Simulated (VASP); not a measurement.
# BiTe (Immm) in VASP: single point with r2SCAN

Aim: the single point of BiTe with r2SCAN.

Program: VASP 6.6.1. These are calculated values, not measurements. Logs are shortened: lines on timing, memory, paths and dates and some standing lists are left out, and cuts for length are marked.

**1. The cell of the first run**

Symmetry: Immm, No. 71, orthorhombic system. Conventional cell: a = 4.504 Å, b = 4.641 Å, c = 6.467 Å, α = 90.00°, β = 90.00°, γ = 90.00°. Bi (site symmetry mmm) has 6 Te at 3.23 Å within 4.3 Å. Within 4.3 Å of Te (site symmetry mmm) lie 6 Bi at 3.23 Å.

**2. Single point, r2SCAN (strain -0.0300 x Voigt [0, 0, 0, 0, 0, 1])**

POSCAR reads:

```
BiTe
1.0
   -0.0484991107      3.2332740439      3.2332740439
    3.2332740439     -0.0484991107      3.2332740439
    3.1847749332      3.1847749332      0.0000000000
Bi Te
1 1
Direct
    0.0000000000      0.0000000000      0.0000000000
    0.5000000000      0.5000000000      0.5000000000
```

INCAR.step1 reads:

```
SYSTEM = BiTe
  ALGO = Normal
  EDIFF = 1E-4
  ENCUT = 520
  GGA = PE
  ISMEAR = 0
  LASPH = .TRUE.
  LCHARG = .FALSE.
  LREAL = .FALSE.
  LWAVE = .TRUE.
  NBANDS = 18
  NELM = 100
  PREC = Accurate
  SIGMA = 0.15
```

INCAR.step2 reads:

```
SYSTEM = BiTe
  ALGO = Normal
  EDIFF = 1E-6
  ENCUT = 520
  ISIF = 2
  ISMEAR = 0
  ISTART = 1
  LASPH = .TRUE.
  LCHARG = .FALSE.
  LMIXTAU = .TRUE.
  LREAL = .FALSE.
  LWAVE = .FALSE.
  METAGGA = R2SCAN
  NBANDS = 18
  NELM = 100
  PREC = Accurate
  SIGMA = 0.15
```

KPOINTS reads:

```
k-points
0
G
  16 16 16
  0 0 0
```

Potentials or basis: VASP PAW PBE potentials, release 64 (Bi_d, Te).

Started as:

```sh
cat potpaw_PBE.64/Bi_d/POTCAR potpaw_PBE.64/Te/POTCAR > POTCAR
cp INCAR.step1 INCAR
mpirun -np 1 vasp_std > vasp.out
cp INCAR.step2 INCAR
mpirun -np 1 vasp_std > vasp.out
```

OUTCAR:

```text
SYSTEM = BiTe
   EDIFF = 1E-6
   ENCUT = 520
   ISIF = 2
   ISMEAR = 0
   ISTART = 1
   LASPH = .TRUE.
   LREAL = .FALSE.
   METAGGA = R2SCAN
   NELM = 100
   PREC = Accurate

 ion  position               nearest neighbor table
   1  0.000  0.000  0.000-   2 3.23   2 3.23   2 3.23   2 3.23   2 3.23   2 3.23
   2  0.500  0.500  0.500-   1 3.23   1 3.23   1 3.23   1 3.23   1 3.23   1 3.23

  LATTYP: Found a body centered orthorhombic cell.
 ALAT       =     4.5039519036
 B/A-ratio  =     1.0304568528
 C/A-ratio  =     1.4357498095

  Lattice vectors:

 A1 = (   0.0484991107,  -3.2332740439,  -3.2332740439)
 A2 = (  -0.0484991107,   3.2332740439,  -3.2332740439)
 A3 = (   3.2332740439,  -0.0484991107,   3.2332740439)

Analysis of symmetry for initial positions (statically):
=====================================================================
 Subroutine PRICEL returns:
 Original cell was already a primitive cell.

 Routine SETGRP: Setting up the symmetry group for a
 body centered orthorhombic supercell.

 Subroutine GETGRP returns: Found  8 space group operations
 (whereof  8 operations were pure point group operations)
 out of a pool of  8 trial point group operations.

The static configuration has the point symmetry D_2h.

Analysis of symmetry for dynamics (positions and initial velocities):
=====================================================================
 Subroutine PRICEL returns:
 Original cell was already a primitive cell.

 Routine SETGRP: Setting up the symmetry group for a
 body centered orthorhombic supercell.

 Subroutine GETGRP returns: Found  8 space group operations
 (whereof  8 operations were pure point group operations)
 out of a pool of  8 trial point group operations.

The dynamic configuration has the point symmetry D_2h.

 Subroutine INISYM returns: Found  8 space group operations
 (whereof  8 operations are pure point group operations),
 and found     1 'primitive' translations

----------------------------------------------------------------------------------------

                                     Primitive cell

  volume of cell :      67.5865

  direct lattice vectors                    reciprocal lattice vectors
    -0.048499111  3.233274044  3.233274044    -0.152356661  0.152356661  0.154642011
     3.233274044 -0.048499111  3.233274044     0.152356661 -0.152356661  0.154642011
     3.184774933  3.184774933  0.000000000     0.156996965  0.156996965 -0.154642011

  length of vectors
     4.572797202  4.572797202  4.503951904     0.265215489  0.265215489  0.270573919

  position of ions in fractional coordinates (direct lattice)
     0.000000000  0.000000000  0.000000000
     0.500000000  0.500000000  0.500000000

  ion indices of the primitive-cell ions
   primitive index   ion index
                 1           1
                 2           2

----------------------------------------------------------------------------------------

 KPOINTS: k-points

Automatic generation of k-mesh.
 Grid dimensions read from file:
 generate k-points for:   16   16   16

 Generating k-lattice:

  Cartesian coordinates                     Fractional coordinates (reciprocal lattice)
    -0.009522291  0.009522291  0.009665126     0.062500000  0.000000000  0.000000000
     0.009522291 -0.009522291  0.009665126     0.000000000  0.062500000  0.000000000
     0.009812310  0.009812310 -0.009665126     0.000000000  0.000000000  0.062500000

  Length of vectors
     0.016575968  0.016575968  0.016910870

  Shift w.r.t. Gamma in fractional coordinates (k-lattice)
     0.000000000  0.000000000  0.000000000

 Subroutine IBZKPT returns following result:
 ===========================================

 Found    621 irreducible k-points:

 Following reciprocal coordinates:
            Coordinates               Weight
  0.000000  0.000000  0.000000      1.000000
  0.062500  0.000000  0.000000      4.000000
  0.125000  0.000000  0.000000      4.000000
  0.187500  0.000000  0.000000      4.000000
  0.250000  0.000000  0.000000      4.000000
  0.312500  0.000000  0.000000      4.000000
[... 16 lines left out ...]
 -0.125000  0.062500  0.000000      4.000000
 -0.062500  0.062500  0.000000      2.000000
 [... further k-points ...]
   k-points           NKPTS =    621   k-points in BZ     NKDIM =    621   number of bands    NBANDS=     18
   number of dos      NEDOS =    301   number of ions     NIONS =      2
   total plane-waves  NPLWV =  46656
   dimension x,y,z NGX =    36 NGY =   36 NGZ =   36
   dimension x,y,z NGXF=    72 NGYF=   72 NGZF=   72
   ions per type =               1   1
   NGX,Y,Z   is equivalent  to a cutoff of  13.09, 13.09, 13.29 a.u.
   NGXF,Y,Z  is equivalent  to a cutoff of  26.18, 26.18, 26.58 a.u.
 SYSTEM =  BiTe
   PREC   = accura    normal or accurate (medium, high low for compatibility)
   ISTART =      1    job   : 0-new  1-cont  2-samecut
   ICHARG =      0    charge: 1-file 2-atom 10-const
   ISPIN  =      1    spin polarized calculation?
   LNONCOLLINEAR =      F non collinear calculations
   LSORBIT =      F    spin-orbit coupling
   LASPH  =      T    aspherical Exc in radial PAW
   ENCUT  =  520.0 eV  38.22 Ry    6.18 a.u.   8.50  8.50  8.37*2*pi/ulx,y,z
   NELM   =    100;   NELMIN=  2; NELMDL=  0     # of ELM steps
   EDIFF  = 0.1E-05   stopping-criterion for ELM
   LREAL  =      F    real-space projection
[... 7 lines left out ...]
   TEBEG  =    0.0;   TEEND  =   0.0 temperature during run
   PSTRESS=    0.0 pullay stress
   NELECT =      21.0000    total number of electrons
   NUPDOWN=      -1.0000    fix difference up-down
   EMIN   =  10.00;   EMAX   =-10.00  energy-range for DOS
   EFERMI =   0.00;   METHOD = LEGACY
   ISMEAR =     0;   SIGMA  =   0.15  broadening in eV -4-tet -1-fermi 0-gaus
   EFERMI_NEDOS =   21; number of points for ismear=-14 and -15
   IALGO  =     38    algorithm
   IMIX   =      4    mixing-type and parameters
     AMIX     =   0.40;   BMIX     =  1.00
     AMIX_MAG =   1.60;   BMIX_MAG =  1.00
  volume/ion in A,a.u.               =      33.79       228.05
  Fermi-wavevector in a.u.,A,eV,Ry     =   1.108821  2.095367 16.728136  1.229483
  Thomas-Fermi vector in A             =   2.245353
   LORBIT       =      0    0 simple, 1 ext, 2 COOP (PROOUT), +10 PAW based schemes
   METAGGA = R2SCAN    functional components
   LHFCALC =     F    Hartree Fock is set to
   AEXX    =    0.0000 exact exchange contribution
   IVDW    =     0    specifies the selected vdW correction
   LEPSILON=     F    determine dielectric tensor
   LRPA    =     F    only Hartree local field effects (RPA)
 non-spin polarized calculation
 Gauss-broadening in eV      SIGMA  =   0.15
  energy-cutoff  :      520.00
  volume of cell :       67.59
 maximum number of plane-waves:      1849
 NGX is ok and might be reduce to    36
   NGX = 17   NGY = 17   NGZ = 17

 number of electron      21.0000001 magnetization

 Free energy of the ion-electron system (eV)
  ---------------------------------------------------
  ext. energy  EPLUGINS =         0.00000000
  ---------------------------------------------------
  free energy    TOTEN  =       -84.03406740 eV

  energy without entropy =      -84.01718087  energy(sigma->0) =      -84.02562414

 E-fermi :   6.6274     XC(G=0): -10.0107

 val. band max:        6.6267535463   @ k =  -0.2500   0.0000   0.0625
 cond. band min:       6.6277103250   @ k =   0.5000  -0.0000   0.0625
 fundamental gap:      0.0009567786
 Fermi energy:         6.6274491669

 k-point     1 :       0.0000    0.0000    0.0000
  band No.  band energies     occupation
      1     -17.2878      2.00000
      2     -17.2875      2.00000
      3     -17.2843      2.00000
      4     -17.2814      2.00000
      5     -17.2789      2.00000
      6      -7.5492      2.00000
[... 10 lines left out ...]
     17      13.3921      0.00000
     18      13.5889      0.00000

 k-point     2 :       0.0625    0.0000    0.0000
  band No.  band energies     occupation
      1     -17.2878      2.00000
      2     -17.2877      2.00000
      3     -17.2841      2.00000
      4     -17.2814      2.00000
      5     -17.2787      2.00000
      6      -7.5127      2.00000
[... 10 lines left out ...]
     17      13.6294      0.00000
     18      13.8052      0.00000

 k-point     3 :       0.1250    0.0000    0.0000
  band No.  band energies     occupation
      1     -17.2881      2.00000
      2     -17.2881      2.00000
      3     -17.2837      2.00000
      4     -17.2813      2.00000
      5     -17.2780      2.00000
      6      -7.4034      2.00000
[... 10 lines left out ...]
     17      14.2513      0.00000
     18      14.3805      0.00000

 k-point     4 :       0.1875    0.0000    0.0000
  band No.  band energies     occupation
      1     -17.2887      2.00000
      2     -17.2887      2.00000
      3     -17.2830      2.00000
      4     -17.2808      2.00000
      5     -17.2770      2.00000
      6      -7.2223      2.00000
[... 375 lines left out ...]
      4     -17.2800      2.00000
      5     -17.2768      2.00000
      6      -7.1172      2.00000
[... 10 lines left out ...]
     17      14.6069      0.00000
     18      15.9127      0.00000

 k-point    23 :      -0.1250    0.0625    0.0000
  band No.  band energies     occupation
      1     -17.2888      2.00000
      2     -17.2877      2.00000
      3     -17.2838      2.00000
      4     -17.2807      2.00000
      5     -17.2778      2.00000
      6      -7.3204      2.00000
[... 10 lines left out ...]
     17      13.9181      0.00000
     18      14.9861      0.00000

 k-point    24 :      -0.0625    0.0625    0.0000
  band No.  band energies     occupation
      1     -17.2882      2.00000
      2     -17.2876      2.00000
      3     -17.2841      2.00000
      4     -17.2811      2.00000
      5     -17.2784      2.00000
      6      -7.4526      2.00000
[... 10 lines left out ...]
     17      13.5964      0.00000
     18      14.2594      0.00000

 [... further k-points ...]

------------------------ aborting loop because EDIFF is reached ----------------------------------------

  FORCE on cell =-STRESS in cart. coord.  units (eV):
  Direction    XX          YY          ZZ          XY          YZ          ZX
  --------------------------------------------------------------------------------------
  -------------------------------------------------------------------------------------
  Total        0.0064098      0.0064098      0.0186309     -0.0033275      0.0000000      0.0000000
  in kB        0.1519488      0.1519488      0.4416567     -0.0788811      0.0000000      0.0000000
  external PRESSURE =       0.2485181 kB  Pullay stress =       0.0000000 kB

 VOLUME and BASIS-vectors are now :
 -----------------------------------------------------------------------------
  energy-cutoff  :      520.00
  volume of cell :       67.59
      direct lattice vectors                 reciprocal lattice vectors
    -0.048499111  3.233274044  3.233274044    -0.152356661  0.152356661  0.154642011
     3.233274044 -0.048499111  3.233274044     0.152356661 -0.152356661  0.154642011
     3.184774933  3.184774933  0.000000000     0.156996965  0.156996965 -0.154642011

 POSITION                                       TOTAL-FORCE (eV/Angst)
 -----------------------------------------------------------------------------------
      0.00000      0.00000      0.00000        -0.000000      0.000000     -0.000000
      3.18477      3.18477      3.23327         0.000000      0.000000      0.000000
 -----------------------------------------------------------------------------------
    total drift:                               -0.000000      0.000000      0.000000

  FREE ENERGIE OF THE ION-ELECTRON SYSTEM (eV)
  ---------------------------------------------------
  free  energy   TOTEN  =       -84.0340674013 eV

  energy  without entropy=      -84.0171808739  energy(sigma->0) =      -84.02562414
```

It took 1.5 h on 1 thread of Oxide Virtual Turin-like, shared host; peak memory 0.78 GiB.

What came out:

```
Free energy            : -84.0341 eV
Pressure               : 0.0 GPa
Band gap on the k mesh : zero (an odd number of electrons rules out a gap without spin polarisation)
```

Levels at points of the mesh, in eV from the Fermi level:
```tsv
k point	band 8	band 9	band 10	band 11	band 12	band 13
(0.00, 0.00, 0.00)	-2.95	-2.82	-2.67	2.18	2.24	2.31
(0.50, 0.00, 0.00)	-2.12	-2.05	-1.58	-0.74	-0.60	-0.58
(0.50, 0.50, 0.00)	-5.99	-4.46	-4.17	2.50	3.70	3.84
(0.00, 0.00, 0.50)	-2.20	-2.15	-1.71	-0.84	-0.80	-0.67
(0.50, 0.00, 0.50)	-5.99	-4.32	-4.32	2.49	3.74	3.77
```

Caveat: the cell differs from its parent crystal (strain -0.0300 x Voigt [0, 0, 0, 0, 0, 1]); the PAW data sets were made with another functional, which shifts forces and pressure a little; spin-orbit coupling is left out, which moves the levels of the heavy elements; an odd number of electrons without spin polarisation forces a metal; a magnetic or distorted state may lie lower.
